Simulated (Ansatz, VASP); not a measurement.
# Two plane-wave programs on NaI

File INCAR:

```
SYSTEM = NaI
  PREC = Accurate
  ENCUT = 520
  EDIFF = 1E-6
  ISMEAR = 0
  SIGMA = 0.05
  LREAL = .FALSE.
  LASPH = .TRUE.
  NELM = 80
  ALGO = Normal
  ISIF = 2
  LWAVE = .FALSE.
  LCHARG = .TRUE.
  GGA = PE
  LELF = .TRUE.
  LVHAR = .TRUE.
  NBANDS = 14
```

File KPOINTS:

```
regular mesh
0
G
  6 6 6
  0 0 0
```

Contents of POSCAR:

```
NaI
1.0
    0.0000000000      3.2364000000      3.3334920000
    3.2364000000      0.0000000000      3.3334920000
    3.2364000000      3.2364000000      0.0000000000
Na I
1 1
Direct
    0.0000000000      0.0000000000      0.0000000000
    0.5000000000      0.5000000000      0.5000000000
```

Input for Ansatz:

```yaml
crystal:
  lattice:
    - [0.0, 3.2364, 3.333492]
    - [3.2364, 0.0, 3.333492]
    - [3.2364, 3.2364, 0.0]
  atoms:
    - { symbol: Na, position: [0.0, 0.0, 0.0] }
    - { symbol: I, position: [0.5, 0.5, 0.5] }
basis:
  ecutwfc: 420
kpoints:
  mp_grid: { grid: [6, 6, 6] }
hamiltonian:
  xc: pbe
scf:
  occupations: { method: gaussian, width: 0.05 }
output:
  forces: true
  stress: true
  eigenvalues: true
```

Change from the starting cell: strain +0.000 along x and y, +0.030 along z, atoms carried along.

Alike in both runs: task single point; functional PBE; k mesh 6 × 6 × 6; occupations gaussian, width 0.05 eV; no spin polarisation.

```csv
,VASP,Ansatz
version,VASP 6.6.1,Ansatz 0.2.0
potentials or method,"VASP PAW PBE potentials, release 64 (Na_pv, I), cutoff 520 eV","scalar-relativistic, plane waves, PAW"
valence electrons in the cell,14,26
```

|  | VASP | Ansatz | Ansatz less VASP |
| --- | --- | --- | --- |
| gap on the k mesh at the Fermi level (eV) | 3.54 | 3.55 | +0.003 |
| least direct gap on the mesh (eV) | 3.54 | 3.55 | +0.003 |
| pressure (GPa) | 0.0 | 0.0 | -0.01 |
| traceless stress, the component that is largest in VASP (GPa) | -0.40 | -0.40 | +0.002 |

VASP's potentials hold 14 valence electrons a cell and Ansatz's 26, so a difference there can come from the potentials and not from the codes.

Neither program's run includes spin-orbit coupling.
